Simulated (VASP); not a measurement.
# PbS (R3m) in VASP: further runs, part 2 of 2

VASP 6.6.1.

## (3) Single point, r2SCAN

POSCAR reads:

```
PbS
1.0
    2.1126617058      1.2197458045      3.4519162518
   -2.1126617058      1.2197458045      3.4519162518
    0.0000000000     -2.4394916091      3.4519162518
Pb S
1 1
Direct
    1.4165657800      1.1745657800      1.2875657800
    0.9110355500      0.6690355500      0.7820355500
```

INCAR.step1 reads:

```
ALGO = Normal
EDIFF = 1E-5
ENCUT = 550
GGA = PE
GGA_COMPAT = False
ISMEAR = 0
LASPH = True
LCHARG = False
LREAL = False
LWAVE = True
NBANDS = 17
NELM = 120
PREC = Accurate
SIGMA = 0.1
```

INCAR.step2 reads:

```
ALGO = Normal
EDIFF = 1E-6
ENCUT = 550
GGA_COMPAT = False
ISIF = 2
ISMEAR = 0
ISTART = 1
LASPH = True
LCHARG = True
LELF = True
LMIXTAU = True
LREAL = False
LVHAR = True
LWAVE = False
METAGGA = R2SCAN
NBANDS = 17
NELM = 120
PREC = Accurate
SIGMA = 0.1
```

KPOINTS reads:

```
k-points
0
Gamma
  2 2 2
```

Potentials or basis: VASP PAW PBE potentials, release 64 (Pb_d, S).

Run with:

```
$ cat potpaw_PBE.64/Pb_d/POTCAR potpaw_PBE.64/S/POTCAR > POTCAR
$ cp INCAR.step1 INCAR
$ mpirun -np 1 vasp_std > vasp.out
$ cp INCAR.step2 INCAR
$ mpirun -np 1 vasp_std > vasp.out
```

OUTCAR:

```text
EDIFF = 1E-6
   ENCUT = 550
   ISIF = 2
   ISMEAR = 0
   ISTART = 1
   LASPH = True
   LREAL = False
   METAGGA = R2SCAN
   NELM = 120
   PREC = Accurate

 ion  position               nearest neighbor table
   1  0.417  0.175  0.288-   2 2.96   2 2.96   2 2.96   2 3.02   2 3.02   2 3.02
   2  0.911  0.669  0.782-   1 2.96   1 2.96   1 2.96   1 3.02   1 3.02   1 3.02

  LATTYP: Found a trigonal (rhomboedric) cell.
 ALAT       =     4.2269191050
 COS(alpha) =     0.5003774362

  Lattice vectors:

 A1 = (   2.1126617058,   1.2197458045,   3.4519162518)
 A2 = (  -2.1126617058,   1.2197458045,   3.4519162518)
 A3 = (   0.0000000000,  -2.4394916091,   3.4519162518)

Analysis of symmetry for initial positions (statically):
=====================================================================
 Subroutine PRICEL returns:
 Original cell was already a primitive cell.

 Routine SETGRP: Setting up the symmetry group for a
 trigonal (rhombohedral) supercell.

 Subroutine GETGRP returns: Found  6 space group operations
 (whereof  1 operations were pure point group operations)
 out of a pool of 12 trial point group operations.

The static configuration has the point symmetry C_1 .
 The point group associated with its full space group is C_3v.

Analysis of symmetry for dynamics (positions and initial velocities):
=====================================================================
 Subroutine PRICEL returns:
 Original cell was already a primitive cell.

 Routine SETGRP: Setting up the symmetry group for a
 trigonal (rhombohedral) supercell.

 Subroutine GETGRP returns: Found  6 space group operations
 (whereof  1 operations were pure point group operations)
 out of a pool of 12 trial point group operations.

The dynamic configuration has the point symmetry C_1 .
 The point group associated with its full space group is C_3v.

 Subroutine INISYM returns: Found  6 space group operations
 (whereof  1 operations are pure point group operations),
 and found     1 'primitive' translations
[... 91 lines left out ...]
   IALGO  =     38    algorithm
   IMIX   =      4    mixing-type and parameters
     AMIX     =   0.40;   BMIX     =  1.00
     AMIX_MAG =   1.60;   BMIX_MAG =  1.00
  volume/ion in A,a.u.               =      26.69       180.08
  Fermi-wavevector in a.u.,A,eV,Ry     =   1.180270  2.230386 18.953411  1.393036
  Thomas-Fermi vector in A             =   2.316565
   LORBIT       =      0    0 simple, 1 ext, 2 COOP (PROOUT), +10 PAW based schemes
   METAGGA = R2SCAN    functional components
   LHFCALC =     F    Hartree Fock is set to
   AEXX    =    0.0000 exact exchange contribution
   IVDW    =     0    specifies the selected vdW correction
   LEPSILON=     F    determine dielectric tensor
   LRPA    =     F    only Hartree local field effects (RPA)
 non-spin polarized calculation
 Gauss-broadening in eV      SIGMA  =   0.10
  energy-cutoff  :      550.00
  volume of cell :       53.37
 maximum number of plane-waves:      1588
   NGX = 17   NGY = 17   NGZ = 17

 number of electron      20.0000000 magnetization

 Free energy of the ion-electron system (eV)
  ---------------------------------------------------
  ext. energy  EPLUGINS =         0.00000000
  ---------------------------------------------------
  free energy    TOTEN  =       -64.36726236 eV

  energy without entropy =      -64.36722515  energy(sigma->0) =      -64.36724375

 E-fermi :   5.9104     XC(G=0): -10.0435

 val. band max:        5.6426930107   @ k =   0.5000   0.0000   0.0000
 cond. band min:       6.1781302742   @ k =   0.5000   0.0000   0.0000
 fundamental gap:      0.5354372635
 Fermi energy:         5.9103975491

 k-point     1 :       0.0000    0.0000    0.0000
  band No.  band energies     occupation
      1     -12.1975      2.00000
      2     -12.1975      2.00000
      3     -12.1975      2.00000
      4     -12.1692      2.00000
      5     -12.1692      2.00000
      6      -8.2328      2.00000
[... 57 lines left out ...]
      4     -12.1498      2.00000
      5     -12.1498      2.00000
      6      -6.8989      2.00000
[... 9 lines left out ...]
     16      16.2176      0.00000
     17      16.4875      0.00000

------------------------ aborting loop because EDIFF is reached ----------------------------------------

  FORCE on cell =-STRESS in cart. coord.  units (eV):
  Direction    XX          YY          ZZ          XY          YZ          ZX
  --------------------------------------------------------------------------------------
  -------------------------------------------------------------------------------------
  Total        2.4908059      2.4908059      2.4817389      0.0000000     -0.0000000      0.0000000
  in kB       74.7721171     74.7721171     74.4999330      0.0000000     -0.0000000      0.0000000
  external PRESSURE =      74.6813891 kB  Pullay stress =       0.0000000 kB

 VOLUME and BASIS-vectors are now :
 -----------------------------------------------------------------------------
  energy-cutoff  :      550.00
  volume of cell :       53.37
      direct lattice vectors                 reciprocal lattice vectors
     2.112661706  1.219745805  3.451916252     0.236668274  0.136640492  0.096564722
    -2.112661706  1.219745805  3.451916252    -0.236668274  0.136640492  0.096564722
     0.000000000 -2.439491609  3.451916252     0.000000000 -0.273280984  0.096564722

 POSITION                                       TOTAL-FORCE (eV/Angst)
 -----------------------------------------------------------------------------------
      0.51126      0.01952      3.03319         0.000000     -0.000000      0.511980
      0.51126      0.01952      8.15379         0.000000      0.000000     -0.511980
 -----------------------------------------------------------------------------------
    total drift:                                0.000005      0.000017     -0.000039

  FREE ENERGIE OF THE ION-ELECTRON SYSTEM (eV)
  ---------------------------------------------------
  free  energy   TOTEN  =       -64.3672623567 eV

  energy  without entropy=      -64.3672251482  energy(sigma->0) =      -64.36724375
```

OSZICAR.step1:

```text
N       E                     dE             d eps       ncg     rms          rms(c)
DAV:   1     0.166513575168E+03    0.16651E+03   -0.10119E+04   136   0.127E+03
DAV:   2     0.567037625665E+01   -0.16084E+03   -0.15530E+03   144   0.328E+02
DAV:   3    -0.790302013961E+01   -0.13573E+02   -0.13478E+02   164   0.958E+01
DAV:   4    -0.840148853415E+01   -0.49847E+00   -0.49818E+00   183   0.178E+01
DAV:   5    -0.841233176381E+01   -0.10843E-01   -0.10841E-01   200   0.301E+00    0.469E+00
DAV:   6    -0.749512407242E+01    0.91721E+00   -0.24318E+00   205   0.927E+00    0.381E+00
DAV:   7    -0.746665900966E+01    0.28465E-01   -0.35823E-01   181   0.278E+00    0.253E+00
DAV:   8    -0.748018307528E+01   -0.13524E-01   -0.98375E-02   173   0.209E+00    0.807E-01
DAV:   9    -0.747093012080E+01    0.92530E-02   -0.39833E-02   197   0.936E-01    0.214E-01
DAV:  10    -0.747200606925E+01   -0.10759E-02   -0.25046E-03   155   0.291E-01    0.273E-01
DAV:  11    -0.747196840915E+01    0.37660E-04   -0.98504E-04   153   0.175E-01    0.119E-01
DAV:  12    -0.747187988259E+01    0.88527E-04   -0.69754E-04   199   0.112E-01    0.171E-02
DAV:  13    -0.747188816537E+01   -0.82828E-05   -0.35693E-05   154   0.421E-02
   1 F= -.74718882E+01 E0= -.74661471E+01  d E =-.114820E-01
```

Run time: 48 s. Hardware: 1 thread of AMD EPYC 7R13, shared host; peak memory 0.16 GiB.

What came out:

```yaml
Free_energy: -64.3673 eV
Pressure: 7.5 GPa
Largest_force: 0.512 eV/Å
Band_gap_on_the_k_mesh: 0.54 eV, direct
```

Forces on the atoms (eV/Å):
```
Pb   0.000  0.000  0.512
S    0.000  0.000 -0.512
```

Levels at points of the mesh, in eV from the valence-band top:
```csv
k point,band 7,band 8,band 9,band 10,band 11,band 12,band 13,band 14
"(0.00, 0.00, 0.00)",-6.26,-2.05,-2.05,-2.05,5.24,5.26,5.26,7.05
"(0.50, 0.00, 0.00)",-9.21,-1.66,-1.66,0.00,0.54,2.04,2.04,8.99
"(0.50, 0.50, 0.00)",-7.61,-5.19,-3.39,-3.39,4.02,5.91,5.93,5.98
"(0.50, 0.50, 0.50)",-9.20,-1.65,-1.65,-0.02,0.55,2.04,2.04,8.98
```

Caveat: the k points lie up to 0.91 Å⁻¹ apart; the PAW data sets were made with another functional, which shifts forces and pressure a little; spin-orbit coupling is left out, which moves the levels of the heavy elements.

## (4) Single point, LDA

INCAR reads:

```
SYSTEM = PbS
PREC = Accurate
ENCUT = 500
EDIFF = 1E-6
ISMEAR = 0
SIGMA = 0.1
LREAL = .False.
LASPH = .True.
NELM = 120
ALGO = Normal
ISIF = 2
LWAVE = .False.
LCHARG = .False.
NBANDS = 17
ISYM = 0
GGA_COMPAT = .False.
```

KPOINTS reads:

```
Automatic mesh
0
Gamma
  5 3 1
  0.25 0.25 0.25
```

POSCAR reads:

```
PbS
1.0
    2.1126617058      1.2197458045      3.4519162518
   -2.1126617058      1.2197458045      3.4519162518
    0.0000000000     -2.4394916091      3.4519162518
Pb S
1 1
Direct
    0.9805657800      0.9805657800      0.9805657800
    0.4750355500      0.4750355500      0.4750355500
```

Potentials or basis: VASP PAW LDA potentials, release 64 (Pb_d, S).

Run with:

```
$ cat potpaw_LDA.64/Pb_d/POTCAR potpaw_LDA.64/S/POTCAR > POTCAR
$ mpirun -np 1 vasp_std > vasp.out
```

Run time: 20 s. Hardware: 1 thread of AMD EPYC 7R13, shared host; peak memory 0.12 GiB.

It converged, with:

```yaml
Free_energy: -10.0226 eV
Pressure: -3.9 GPa
Largest_force: 0.027 eV/Å
Band_gap_on_the_k_mesh: 1.64 eV, direct
```

Forces in eV/Å, atoms in the order of the input:
```
Pb  -0.007  0.007 -0.025
S    0.007 -0.007  0.025
```

Stress tensor (GPa, compression positive):
```
-3.17  0.30 -0.06
 0.30 -4.06  0.97
-0.06  0.97 -4.33
```

Levels at points of the mesh, in eV from the valence-band top:
| k point | band 8 | band 9 | band 10 | band 11 | band 12 | band 13 |
| --- | --- | --- | --- | --- | --- | --- |
| (0.05, 0.08, 0.25) | -1.81 | -1.35 | -0.65 | 2.88 | 3.81 | 4.48 |

Caveat: the k points lie up to 1.82 Å⁻¹ apart; spin-orbit coupling is left out, which moves the levels of the heavy elements.

## (5) Single point, r2SCAN

POSCAR is that of step 4.

INCAR.step1 reads:

```
ALGO = Normal ; EDIFF = 1E-5
ENCUT = 550 ; GGA = PE
GGA_COMPAT = F ; ISMEAR = 0
LASPH = T ; LCHARG = F
LREAL = F ; LWAVE = T
NBANDS = 17 ; NELM = 120
PREC = Accurate ; SIGMA = 0.1
```

INCAR.step2 reads:

```
ALGO = Normal ; EDIFF = 1E-6
ENCUT = 550 ; GGA_COMPAT = F
ISIF = 2 ; ISMEAR = 0
ISTART = 1 ; LASPH = T
LCHARG = T ; LELF = T
LMIXTAU = T ; LREAL = F
LVHAR = T ; LWAVE = F
METAGGA = R2SCAN ; NBANDS = 17
NELM = 120 ; PREC = Accurate
SIGMA = 0.1
```

KPOINTS reads:

```
k-points
0
Gamma
  3 3 3
```

Potentials or basis: VASP PAW PBE potentials, release 64 (Pb_d, S).

Run with:

```
$ cat potpaw_PBE.64/Pb_d/POTCAR potpaw_PBE.64/S/POTCAR > POTCAR
$ cp INCAR.step1 INCAR
$ mpirun -np 1 vasp_std > vasp.out
$ cp INCAR.step2 INCAR
$ mpirun -np 1 vasp_std > vasp.out
```

Run time: 48 s. Hardware: 1 thread of AMD EPYC 7R13, shared host; peak memory 0.16 GiB.

Results (log left out):

* Free energy: -65.7057 eV
* Pressure: -0.9 GPa
* Largest force: 0.003 eV/Å

Forces in eV/Å, atoms in the order of the input:
```
Pb   0.000  0.000  0.003
S    0.000  0.000 -0.003
```

Levels at points of the mesh, in eV from the Fermi level:
```csv
k point,band 7,band 8,band 9,band 10,band 11,band 12,band 13,band 14
"(0.00, 0.00, 0.00)",-5.98,-2.07,-2.07,-2.06,5.62,5.65,5.65,7.38
```

Caveat: the k points lie up to 0.61 Å⁻¹ apart; this odd mesh misses L, where the gap lies, so gap, dielectric constants and Born charges aren't listed; the PAW data sets were made with another functional, which shifts forces and pressure a little; spin-orbit coupling is left out, which moves the levels of the heavy elements.

## (6) Single point, PBE

INCAR reads:

```
SYSTEM = PbS
  PREC = Accurate
  ENCUT = 500
  EDIFF = 1E-6
  ISMEAR = 0
  SIGMA = 0.1
  LREAL = .False.
  LASPH = .True.
  NELM = 120
  ALGO = Normal
  ISIF = 2
  LWAVE = .False.
  LCHARG = .False.
  GGA = PE
  NBANDS = 17
  GGA_COMPAT = .False.
```

KPOINTS reads:

```
Automatic mesh
0
Gamma
  4 4 4
  0 0 0
```

POSCAR is that of step 5.

Potentials or basis: VASP PAW PBE potentials, release 64 (Pb_d, S).

Run with:

```
$ cat potpaw_PBE.64/Pb_d/POTCAR potpaw_PBE.64/S/POTCAR > POTCAR
$ mpirun -np 1 vasp_std > vasp.out
```

Run time: 20 s. Hardware: 1 thread of AMD EPYC 7R13, shared host; peak memory 0.14 GiB.

Results (log left out):

```yaml
Free_energy: -8.7552 eV
Pressure: 0.9 GPa
Largest_force: 0.030 eV/Å
Band_gap_on_the_k_mesh: 0.46 eV, direct
```

Forces on the atoms (eV/Å):
```
Pb   0.000  0.000  0.030
S    0.000  0.000 -0.030
```

Levels at points of the mesh, in eV from the valence-band top:
```tsv
k point	band 7	band 8	band 9	band 10	band 11	band 12	band 13	band 14
(0.00, 0.00, 0.00)	-6.04	-2.03	-2.03	-2.03	5.14	5.17	5.17	6.83
(0.50, 0.00, 0.00)	-8.69	-1.67	-1.67	0.00	0.46	2.05	2.06	8.65
(0.50, 0.50, 0.00)	-7.15	-4.97	-3.27	-3.26	3.97	5.53	5.63	5.65
(0.50, 0.50, 0.50)	-8.68	-1.66	-1.66	-0.03	0.49	2.05	2.05	8.65
```

Caveat: the k points lie up to 0.46 Å⁻¹ apart; spin-orbit coupling is left out, which moves the levels of the heavy elements. A k mesh can miss the band edges.

## (7) Overview

| level | potentials or basis | k mesh | cutoff (eV) | gap on the mesh (eV) | pressure (GPa) | largest force (eV/Å) |
| --- | --- | --- | --- | --- | --- | --- |
| LDA | VASP PAW LDA potentials, release 64 (Pb_d, S) | 1 × 2 × 7, shifted | 500 | 2.40 | -4.0 | 0.04 |
| r2SCAN | VASP PAW PBE potentials, release 64 (Pb_d, S) | 2 × 2 × 2 | 550 | 0.54 | 7.5 | 0.51 |
| LDA | VASP PAW LDA potentials, release 64 (Pb_d, S) | 5 × 3 × 1, shifted | 500 | 1.64 | -3.9 | 0.03 |
| r2SCAN | VASP PAW PBE potentials, release 64 (Pb_d, S) | 3 × 3 × 3 | 550 | - | -0.9 | - |
| PBE | VASP PAW PBE potentials, release 64 (Pb_d, S) | 4 × 4 × 4 | 500 | 0.46 | 0.9 | 0.03 |

Alike in all rows: task single point; no spin polarisation; cell as given; smearing gaussian 0.1 eV.

Caveats: all runs use coarse meshes; spin-orbit coupling is left out, which moves the levels of the heavy elements; the PAW data sets were made with another functional, which shifts forces and pressure a little (some runs).

Total energies depend on the potentials used, so only differences within one code and one set of settings carry meaning.
